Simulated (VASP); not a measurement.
# C (P6_3/mmc) in VASP: notebook, part 3 of 3

VASP 6.6.1.

## (4) Single point, PBE (volume scaled by 0.96)

The input, INCAR:

```
PREC = Accurate
ENCUT = 520
EDIFF = 1E-6
ISMEAR = -1
SIGMA = 0.1
LREAL = F
LASPH = T
NELM = 60
ALGO = Normal
ISIF = 2
LWAVE = F
LCHARG = T
GGA = PE
LELF = T
LVHAR = T
NBANDS = 11
```

The input, KPOINTS:

```
Automatic mesh
0
Gamma
  23 23 5
```

The input, POSCAR:

```
C
1.0
    1.6962492529      0.0000000000      0.0000000000
   -0.8481246264      1.4689949442      0.0000000000
    0.0000000000      0.0000000000      8.0875501022
C
2
Direct
    0.3333333333      0.6666666667      0.2500000000
    0.6666666667      0.3333333333      0.7500000000
```

Potentials or basis: VASP PAW PBE potentials, release 64 (C).

Started as:

```
$ cat potpaw_PBE.64/C/POTCAR > POTCAR
$ mpirun -np 1 vasp_std > vasp.out
```

OUTCAR:

```text
PREC = Accurate
   ENCUT = 520
   EDIFF = 1E-6
   ISMEAR = -1
   LREAL = F
   LASPH = T
   NELM = 60
   ISIF = 2
   GGA = PE

 ion  position               nearest neighbor table
   1  0.333  0.667  0.250-
   2  0.667  0.333  0.750-

  LATTYP: Found a hexagonal cell.
 ALAT       =     1.6962492529
 C/A-ratio  =     4.7679019392

  Lattice vectors:

 A1 = (   1.6962492529,   0.0000000000,   0.0000000000)
 A2 = (  -0.8481246264,   1.4689949442,   0.0000000000)
 A3 = (   0.0000000000,   0.0000000000,   8.0875501022)

Analysis of symmetry for initial positions (statically):
=====================================================================
 Subroutine PRICEL returns:
 Original cell was already a primitive cell.

 Routine SETGRP: Setting up the symmetry group for a
 hexagonal supercell.

 Subroutine GETGRP returns: Found 24 space group operations
 (whereof 12 operations were pure point group operations)
 out of a pool of 24 trial point group operations.

The static configuration has the point symmetry D_3d.
 The point group associated with its full space group is D_6h.

Analysis of symmetry for dynamics (positions and initial velocities):
=====================================================================
 Subroutine PRICEL returns:
 Original cell was already a primitive cell.

 Routine SETGRP: Setting up the symmetry group for a
 hexagonal supercell.

 Subroutine GETGRP returns: Found 24 space group operations
 (whereof 12 operations were pure point group operations)
 out of a pool of 24 trial point group operations.

The dynamic configuration has the point symmetry D_3d.
 The point group associated with its full space group is D_6h.

 Subroutine INISYM returns: Found 24 space group operations
 (whereof 12 operations are pure point group operations),
 and found     1 'primitive' translations

[... 119 lines left out ...]
   GGA     = PE    functional components
   LHFCALC =     F    Hartree Fock is set to
   AEXX    =    0.0000 exact exchange contribution
   IVDW    =     0    specifies the selected vdW correction
   LEPSILON=     F    determine dielectric tensor
   LRPA    =     F    only Hartree local field effects (RPA)
 non-spin polarized calculation
  energy-cutoff  :      520.00
  volume of cell :       20.15
 maximum number of plane-waves:       560
 NGX is ok and might be reduce to    14
   NGX =  7   NGY =  7   NGZ = 31

 number of electron       8.0000001 magnetization

 Free energy of the ion-electron system (eV)
  ---------------------------------------------------
  ext. energy  EPLUGINS =         0.00000000
  ---------------------------------------------------
  free energy    TOTEN  =       -10.57637877 eV

  energy without entropy =      -10.55885856  energy(sigma->0) =      -10.56761866

 E-fermi :   4.5010     XC(G=0):  -9.5816

 val. band max:        4.5000533979   @ k =   0.3478   0.0435   0.2000
 cond. band min:       4.5022460748   @ k =   0.3478   0.0435   0.0000
 fundamental gap:      0.0021926768
 Fermi energy:         4.5010247374

 k-point     1 :       0.0000    0.0000    0.0000
  band No.  band energies     occupation
      1     -17.2984      2.00000
      2     -17.2506      2.00000
      3      -4.7149      2.00000
      4      -4.0928      2.00000
      5       7.0455      0.00000
      6      11.2077      0.00000
      7      15.0991      0.00000
      8      21.2882      0.00000
      9      21.2882      0.00000
     10      21.2898      0.00000
     11      21.2898      0.00000
[... 309 lines left out ...]
 k-point    24 :       0.0870    0.0870    0.0000
  band No.  band energies     occupation
      1     -16.1233      2.00000
      2     -16.0791      2.00000
      3      -3.2828      2.00000
      4      -2.6834      2.00000
      5       8.4553      0.00000
      6      12.6405      0.00000
      7      15.3924      0.00000
      8      17.9630      0.00000
      9      18.8214      0.00000
     10      18.8239      0.00000
     11      19.3019      0.00000

 [... further k-points ...]

------------------------ aborting loop because EDIFF is reached ----------------------------------------

  FORCE on cell =-STRESS in cart. coord.  units (eV):
  Direction    XX          YY          ZZ          XY          YZ          ZX
  --------------------------------------------------------------------------------------
  -------------------------------------------------------------------------------------
  Total        0.9206696      0.9206696     -0.0173870      0.0000000     -0.0000000      0.0000000
  in kB       73.1960158     73.1960158     -1.3823188      0.0000000     -0.0000000      0.0000000
  external PRESSURE =      48.3365709 kB  Pullay stress =       0.0000000 kB

 VOLUME and BASIS-vectors are now :
 -----------------------------------------------------------------------------
  energy-cutoff  :      520.00
  volume of cell :       20.15
      direct lattice vectors                 reciprocal lattice vectors
     1.696249253  0.000000000  0.000000000     0.589536000  0.340368768  0.000000000
    -0.848124626  1.468994944  0.000000000     0.000000000  0.680737537  0.000000000
     0.000000000  0.000000000  8.087550102     0.000000000  0.000000000  0.123646838

 POSITION                                       TOTAL-FORCE (eV/Angst)
 -----------------------------------------------------------------------------------
     -0.00000      0.97933      2.02189         0.000000      0.000000      0.000000
      0.84812      0.48966      6.06566        -0.000000     -0.000000      0.000000
 -----------------------------------------------------------------------------------
    total drift:                               -0.000000      0.000000     -0.000000

  FREE ENERGIE OF THE ION-ELECTRON SYSTEM (eV)
  ---------------------------------------------------
  free  energy   TOTEN  =       -10.5763787669 eV

  energy  without entropy=      -10.5588585621  energy(sigma->0) =      -10.56761866
```

It took 21 s on 1 thread of Intel Xeon Platinum 8488C (Sapphire Rapids), shared host; peak memory 0.14 GiB.

What came out:

* Free energy: -10.5764 eV
* Pressure: 4.8 GPa
* Band gap on the k mesh: zero (band 4 reaches 5.20 eV, above the bottom of band 5 at 4.18 eV)

Caveat: the cell differs from its parent crystal (volume scaled by 0.96); this functional lacks dispersion, which binds the layers, so the pressure and a relaxed spacing across them are unreliable.

## (5) Single point, PBE

This run uses another cell than the first one, of 10.50 Å³/atom, 1.136 times its volume.

The input, INCAR:

```
SYSTEM = C
PREC = Accurate ; ENCUT = 520
EDIFF = 1E-6 ; ISMEAR = -1
SIGMA = 0.1 ; LREAL = .FALSE.
LASPH = .TRUE. ; NELM = 100
ALGO = Normal ; ISIF = 2
LWAVE = .FALSE. ; LCHARG = .FALSE.
GGA = PE ; NBANDS = 11
```

The input, KPOINTS:

```
regular mesh
0
G
  17 17 9
  0 0 0
```

The input, POSCAR:

```
C
1.0
    1.7194884319      0.0000000000      0.0000000000
   -0.8597442159      1.4891206635      0.0000000000
    0.0000000000      0.0000000000      8.1983522284
C
2
Direct
    0.3333333333      0.6666666667      0.2500000000
    0.6666666667      0.3333333333      0.7500000000
```

Started as:

```
$ cat potpaw_PBE.64/C/POTCAR > POTCAR
$ mpirun -np 1 vasp_std > vasp.out
```

It took 20 s on 1 thread of Intel Xeon Platinum 8488C (Sapphire Rapids), shared host; peak memory 0.14 GiB.

It converged, with:

```
Free energy            : -10.6044 eV
Pressure               : -0.1 GPa
Band gap on the k mesh : zero (band 4 reaches 4.91 eV, above the bottom of band 5 at 3.67 eV)
```

Stress tensor (GPa, compression positive):
```
-0.13  0.00  0.00
 0.00 -0.13  0.00
 0.00  0.00 -0.03
```

Levels at points of the mesh, in eV from the Fermi level:
```tsv
k point	band 1	band 2	band 3	band 4	band 5	band 6	band 7	band 8	band 9
(0.00, 0.00, 0.00)	-21.21	-21.16	-8.75	-8.16	2.77	6.78	10.59	16.19	16.19
```

Caveat: this functional lacks dispersion, which binds the layers, so the pressure and a relaxed spacing across them are unreliable.

## (6) The runs side by side

| cell | k mesh | gap on the mesh (eV) | pressure (GPa) |
| --- | --- | --- | --- |
| a = 1.648, b = 1.648, c = 7.856 Å, angles 90.0, 90.0, 120.0°, 2 atoms | 23 × 23 × 5 | none | 21.1 |
| a = 1.672, b = 1.672, c = 7.974 Å, angles 90.0, 90.0, 120.0°, 2 atoms | 23 × 23 × 5 | none | 11.8 |
| a = 1.696, b = 1.696, c = 8.088 Å, angles 90.0, 90.0, 120.0°, 2 atoms | 23 × 23 × 5 | none | 4.8 |
| a = 1.719, b = 1.719, c = 8.198 Å, angles 90.0, 90.0, 120.0°, 2 atoms | 17 × 17 × 9 | none | -0.1 |

Alike in all rows: task single point; level PBE; potentials or basis VASP PAW PBE potentials, release 64 (C); no spin polarisation; cutoff (eV) 520; smearing fermi-dirac 0.1 eV.

Caveats: this functional lacks dispersion, which binds the layers, so the pressure and a relaxed spacing across them are unreliable.

Total energies depend on the potentials used, so only differences within one code and one set of settings carry meaning.
